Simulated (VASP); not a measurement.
# Mg12H (a cell with a defect) in VASP: notebook

The runs below take Mg12H (a cell with a defect) through single point, with PBE+D3(BJ).

All numbers are computed with VASP 6.6.1; they aren't measurements. Logs are shortened: lines on timing, memory, paths and dates and some standing lists are left out, and cuts for length are marked.

### Step 1. The cell of the first run

The cell holds a defect, 13 atoms: a = 6.420 Å, b = 9.630 Å, c = 5.213 Å, α = 90.00°, β = 90.00°, γ = 120.00°.

### Step 2. Single point, PBE+D3(BJ)

The input, INCAR:

```
  PREC = Accurate
  ENCUT = 520
  EDIFF = 1E-6
  ISMEAR = -1
  SIGMA = 0.1
  LREAL = F
  LASPH = T
  NELM = 80
  ALGO = Normal
  ISIF = 2
  LWAVE = F
  LCHARG = F
  GGA = PE
  IVDW = 12
  NBANDS = 24
```

The input, KPOINTS:

```
regular mesh
0
Gamma
  2 2 2
```

The input, POSCAR:

```
Mg12H
1.0
    6.4200000000      0.0000000000      0.0000000000
   -4.8150000000      8.3398250000      0.0000000000
    0.0000000000      0.0000000000      5.2130400000
Mg H
12 1
Direct
    0.0112637364      0.0112592291      0.0383077820
    0.2162276279      0.2214914582      0.5392247134
    0.0447276986      0.3438321548     -0.0324762519
    0.1253388720      0.5858516216      0.4761521109
   -0.0527277469      0.6702778536     -0.0706689379
    0.1655606635      0.9132086105      0.4913831469
    0.5176375708     -0.0273866658      0.0155763240
    0.7045523114      0.2059036011      0.5158602274
    0.5201595420      0.3166613208      0.0290041895
    0.6134788517      0.5612947514      0.4757300922
    0.4702123942      0.6559010531     -0.0135237788
    0.6659319410      0.8772965860      0.5417760079
    0.2876132843      0.7418021361      0.0816989703
```

Potentials or basis: VASP PAW PBE potentials, release 64 (Mg, H).

Started as:

```bash
$ cat potpaw_PBE.64/Mg/POTCAR potpaw_PBE.64/H/POTCAR > POTCAR
$ mpirun -np 1 vasp_std > vasp.out
```

OUTCAR:

```text
PREC = Accurate
   ENCUT = 520
   EDIFF = 1E-6
   ISMEAR = -1
   LREAL = F
   LASPH = T
   NELM = 80
   ISIF = 2
   GGA = PE
   IVDW = 12
 IVDW          = 12

 ion  position               nearest neighbor table
   1  0.011  0.011  0.038-   6 2.90   7 3.00   9 3.12   3 3.12   5 3.15   2 3.15   2 3.16  12 3.23
                            12 3.26   6 3.31   7 3.45  11 3.46
   2  0.216  0.221  0.539-   6 2.83   3 2.98  10 3.00   9 3.06   9 3.15   1 3.15   1 3.16   8 3.21
                             8 3.22  12 3.43   3 3.57
   3  0.045  0.344  0.968-  11 2.88   2 2.98   8 3.03   1 3.12   9 3.21   9 3.26   4 3.32   4 3.39
                             8 3.44   7 3.49   5 3.50   2 3.57
   4  0.125  0.586  0.476-   5 2.91   6 3.03  10 3.17  12 3.21  11 3.22  10 3.26   8 3.29  11 3.31
                             5 3.32   3 3.32   3 3.39
   5  0.947  0.670  0.929-  13 2.09   4 2.91  10 3.01  11 3.01   6 3.06   1 3.15   9 3.17   4 3.32
                             7 3.38  10 3.40  11 3.44   3 3.50   6 3.57
   6  0.166  0.913  0.491-   2 2.83   1 2.90   4 3.03  12 3.06   5 3.06   8 3.19   7 3.21   1 3.31
                             7 3.41  12 3.41  10 3.47   5 3.57
   7  0.518  0.973  0.016-  13 1.99  11 2.91  12 2.95   1 3.00  12 3.19   6 3.21   8 3.25   8 3.25
                             9 3.31   5 3.38   6 3.41   1 3.45   3 3.49
   8  0.705  0.206  0.516-   3 3.03  12 3.05   6 3.19   9 3.20   2 3.21   2 3.22   7 3.25   7 3.25
                             4 3.29   9 3.31   3 3.44
   9  0.520  0.317  0.029-   2 3.06   1 3.12  10 3.15   2 3.15   5 3.17   8 3.20   3 3.21   3 3.26
                             7 3.31   8 3.31  11 3.45  10 3.58
  10  0.613  0.561  0.476-  12 2.91   2 3.00  11 3.00   5 3.01  11 3.10   9 3.15   4 3.17   4 3.26
                             5 3.40   6 3.47   9 3.58
  11  0.470  0.656  0.986-  13 1.81   3 2.88   7 2.91  12 2.97  10 3.00   5 3.01  10 3.10   4 3.22
                             4 3.31  12 3.44   5 3.44   9 3.45   1 3.46
  12  0.666  0.877  0.542-  10 2.91   7 2.95  11 2.97   8 3.05   6 3.06   7 3.19   4 3.21   1 3.23
                             1 3.26   6 3.41   2 3.43  11 3.44
  13  0.288  0.742  0.082-  11 1.81   7 1.99   5 2.09

  LATTYP: Found a simple monoclinic cell.
 ALAT       =     6.4200000000
 B/A-ratio  =     0.8120000000
 C/A-ratio  =     1.3228757108
 COS(beta)  =    -0.1889822286

  Lattice vectors:

 A1 = (   6.4200000000,   0.0000000000,   0.0000000000)
 A2 = (   0.0000000000,   0.0000000000,   5.2130400000)
 A3 = (  -1.6050000000,  -8.3398250000,   0.0000000000)

Analysis of symmetry for initial positions (statically):
=====================================================================
 Subroutine PRICEL returns:
 Original cell was already a primitive cell.

 Routine SETGRP: Setting up the symmetry group for a
 simple monoclinic supercell.

 Subroutine GETGRP returns: Found  1 space group operations
 (whereof  1 operations were pure point group operations)
 out of a pool of  4 trial point group operations.

The static configuration has the point symmetry C_1 .

Analysis of symmetry for dynamics (positions and initial velocities):
=====================================================================
 Subroutine PRICEL returns:
 Original cell was already a primitive cell.

 Routine SETGRP: Setting up the symmetry group for a
 simple monoclinic supercell.

 Subroutine GETGRP returns: Found  1 space group operations
 (whereof  1 operations were pure point group operations)
 out of a pool of  4 trial point group operations.

The dynamic configuration has the point symmetry C_1 .

 Subroutine INISYM returns: Found  1 space group operations
 (whereof  1 operations are pure point group operations),
 and found     1 'primitive' translations

----------------------------------------------------------------------------------------

                                     Primitive cell

  volume of cell :     279.1149

  direct lattice vectors                    reciprocal lattice vectors
     6.420000000  0.000000000  0.000000000     0.155763240  0.089929945  0.000000000
    -4.815000000  8.339825000  0.000000000     0.000000000  0.119906593  0.000000000
     0.000000000  0.000000000  5.213040000     0.000000000  0.000000000  0.191826650

  length of vectors
     6.420000000  9.630000313  5.213040000     0.179859895  0.119906593  0.191826650

[... 43 lines left out ...]
     0.000000000  0.059953296  0.000000000     0.000000000  0.500000000  0.000000000
     0.000000000  0.000000000  0.095913325     0.000000000  0.000000000  0.500000000

  Length of vectors
     0.089929947  0.059953296  0.095913325

  Shift w.r.t. Gamma in fractional coordinates (k-lattice)
     0.000000000  0.000000000  0.000000000

 Subroutine IBZKPT returns following result:
 ===========================================

 Found      8 irreducible k-points:

 Following reciprocal coordinates:
            Coordinates               Weight
  0.000000  0.000000  0.000000      1.000000
  0.500000  0.000000  0.000000      1.000000
  0.000000  0.500000  0.000000      1.000000
  0.500000  0.500000  0.000000      1.000000
  0.000000  0.000000  0.500000      1.000000
  0.500000  0.000000  0.500000      1.000000
  0.000000  0.500000  0.500000      1.000000
  0.500000  0.500000  0.500000      1.000000
   k-points           NKPTS =      8   k-points in BZ     NKDIM =      8   number of bands    NBANDS=     24
   number of dos      NEDOS =    301   number of ions     NIONS =     13
   total plane-waves  NPLWV = 138240
   dimension x,y,z NGX =    48 NGY =   72 NGZ =   40
   dimension x,y,z NGXF=    96 NGYF=  144 NGZF=   80
   ions per type =              12   1
   NGX,Y,Z   is equivalent  to a cutoff of  12.43, 12.43, 12.76 a.u.
   NGXF,Y,Z  is equivalent  to a cutoff of  24.86, 24.86, 25.51 a.u.
 SYSTEM =  unknown system
   PREC   = accura    normal or accurate (medium, high low for compatibility)
   ISTART =      0    job   : 0-new  1-cont  2-samecut
   ICHARG =      2    charge: 1-file 2-atom 10-const
   ISPIN  =      1    spin polarized calculation?
   LNONCOLLINEAR =      F non collinear calculations
   LSORBIT =      F    spin-orbit coupling
   LASPH  =      T    aspherical Exc in radial PAW
   ENCUT  =  520.0 eV  38.22 Ry    6.18 a.u.  11.94 17.91  9.69*2*pi/ulx,y,z
   NELM   =     80;   NELMIN=  2; NELMDL= -5     # of ELM steps
   EDIFF  = 0.1E-05   stopping-criterion for ELM
   LREAL  =      F    real-space projection
   EDIFFG = 0.1E-04   stopping-criterion for IOM
   NSW    =      0    number of steps for IOM
   IBRION =     -1    ionic relax: 0-MD 1-quasi-New 2-CG
   NFREE  =      0    steps in history (QN), initial steepest desc. (CG)
   ISIF   =      2    stress and relaxation
   ISYM   =      2    0-nonsym 1-usesym 2-fastsym
   POTIM  = 0.5000    time-step for ionic-motion
   TEBEG  =    0.0;   TEEND  =   0.0 temperature during run
   PSTRESS=    0.0 pullay stress
   NELECT =      25.0000    total number of electrons
   NUPDOWN=      -1.0000    fix difference up-down
   EMIN   =  10.00;   EMAX   =-10.00  energy-range for DOS
   EFERMI =   0.00;   METHOD = LEGACY
   ISMEAR =    -1;   SIGMA  =   0.10  broadening in eV -4-tet -1-fermi 0-gaus
   EFERMI_NEDOS =   21; number of points for ismear=-14 and -15
   IALGO  =     38    algorithm
   IMIX   =      4    mixing-type and parameters
     AMIX     =   0.40;   BMIX     =  1.00
     AMIX_MAG =   1.60;   BMIX_MAG =  1.00
  volume/ion in A,a.u.               =      21.47       144.89
  Fermi-wavevector in a.u.,A,eV,Ry     =   0.732477  1.384180  7.299827  0.536522
  Thomas-Fermi vector in A             =   1.824949
   LORBIT       =      0    0 simple, 1 ext, 2 COOP (PROOUT), +10 PAW based schemes
   GGA     = PE    functional components
   LHFCALC =     F    Hartree Fock is set to
   AEXX    =    0.0000 exact exchange contribution
   IVDW    =    12    specifies the selected vdW correction
   LEPSILON=     F    determine dielectric tensor
   LRPA    =     F    only Hartree local field effects (RPA)
 non-spin polarized calculation
  energy-cutoff  :      520.00
  volume of cell :      279.11
 maximum number of plane-waves:      7532
 NGX is ok and might be reduce to    48
   NGX = 23   NGY = 35   NGZ = 19

 number of electron      25.0000000 magnetization

 Free energy of the ion-electron system (eV)
  ---------------------------------------------------
  ext. energy  EPLUGINS =         0.00000000
  ---------------------------------------------------
  free energy    TOTEN  =       -20.15227945 eV

  energy without entropy =      -20.00955926  energy(sigma->0) =      -20.08091935

 E-fermi :   2.4615     XC(G=0):  -8.4896

 val. band max:        2.3736079820   @ k =   0.5000   0.0000   0.0000
 cond. band min:       2.5038415782   @ k =   0.0000   0.5000   0.0000
 fundamental gap:      0.1302335962
 Fermi energy:         2.4614514660

 k-point     1 :       0.0000    0.0000    0.0000
  band No.  band energies     occupation
      1      -4.7896      2.00000
      2      -2.9849      2.00000
      3      -2.1197      2.00000
      4      -1.3451      2.00000
      5      -0.5780      2.00000
      6      -0.0756      2.00000
[... 205 lines left out ...]
     23       5.9500      0.00000
     24       6.0206      0.00000

------------------------ aborting loop because EDIFF is reached ----------------------------------------

 Edisp (eV)   -3.47156

 E8    (eV) :    -1.5098

  FORCE on cell =-STRESS in cart. coord.  units (eV):
  Direction    XX          YY          ZZ          XY          YZ          ZX
  --------------------------------------------------------------------------------------
  -------------------------------------------------------------------------------------
  Total      -3.37279    -0.37999     0.58502    -1.14425     0.64808    -0.61353
  in kB     -19.36054    -2.18123     3.35811    -6.56820     3.72011    -3.52177
  external pressure =       -6.06 kB  Pullay stress =        0.00 kB

 VOLUME and BASIS-vectors are now :
 -----------------------------------------------------------------------------
  energy-cutoff  :      520.00
  volume of cell :      279.11
      direct lattice vectors                 reciprocal lattice vectors
     6.420000000  0.000000000  0.000000000     0.155763240  0.089929945  0.000000000
    -4.815000000  8.339825000  0.000000000     0.000000000  0.119906593  0.000000000
     0.000000000  0.000000000  5.213040000     0.000000000  0.000000000  0.191826650

 POSITION                                       TOTAL-FORCE (eV/Angst)
 -----------------------------------------------------------------------------------
      0.01810      0.09390      0.19970        -0.132707     -0.051394     -0.244286
      0.32170      1.84720      2.81100        -0.359164      0.153259     -0.261827
     -1.36840      2.86750      5.04374        -0.312501     -0.226181      0.505994
     -2.01620      4.88590      2.48220         0.389230     -0.356764     -0.390215
      2.85410      5.59000      4.84464         0.293320      0.088554      0.544248
     -3.33420      7.61600      2.56160         0.460325     -0.400572      0.233806
     -1.35990      8.11142      0.08120        -0.591978      0.469472      0.159430
      3.53180      1.71720      2.68920        -0.181168      0.159005     -0.230033
      1.81470      2.64090      0.15120         0.144305      0.149917     -0.060329
      1.23590      4.68110      2.48000         0.300937     -0.277127     -0.071220
     -0.13940      5.47010      5.14254         0.536430     -0.150713     -0.094381
      0.05110      7.31650      2.82430         0.054571      0.300920     -0.345566
     -1.72530      6.18650      0.42590        -0.601600      0.141625      0.254379
 -----------------------------------------------------------------------------------
    total drift:                                0.000023      0.000192     -0.000172

  FREE ENERGIE OF THE ION-ELECTRON SYSTEM (eV)
  ---------------------------------------------------
  free  energy   TOTEN  =       -23.6238388564 eV

  energy  without entropy=      -23.4811186661  energy(sigma->0) =      -23.55247876
```

Run time: 98 s. Hardware: 1 thread of Intel Xeon Platinum 8375C at 2.90GHz (Ice Lake), shared host; peak memory 0.34 GiB.

Results:

```yaml
Free_energy: -23.6238 eV
Pressure: -0.6 GPa
Largest_force: 0.772 eV/Å
Dispersion_energy_per_atom: -0.267 eV
```

Forces on the atoms (eV/Å):
```
Mg  -0.133 -0.051 -0.244
Mg  -0.359  0.153 -0.262
Mg  -0.313 -0.226  0.506
Mg   0.389 -0.357 -0.390
Mg   0.293  0.089  0.544
Mg   0.460 -0.401  0.234
Mg  -0.592  0.469  0.159
Mg  -0.181  0.159 -0.230
Mg   0.144  0.150 -0.060
Mg   0.301 -0.277 -0.071
Mg   0.536 -0.151 -0.094
Mg   0.055  0.301 -0.346
H   -0.602  0.142  0.254
```

Caveat: the k points lie up to 0.60 Å⁻¹ apart.

[end of part 1 of 3]
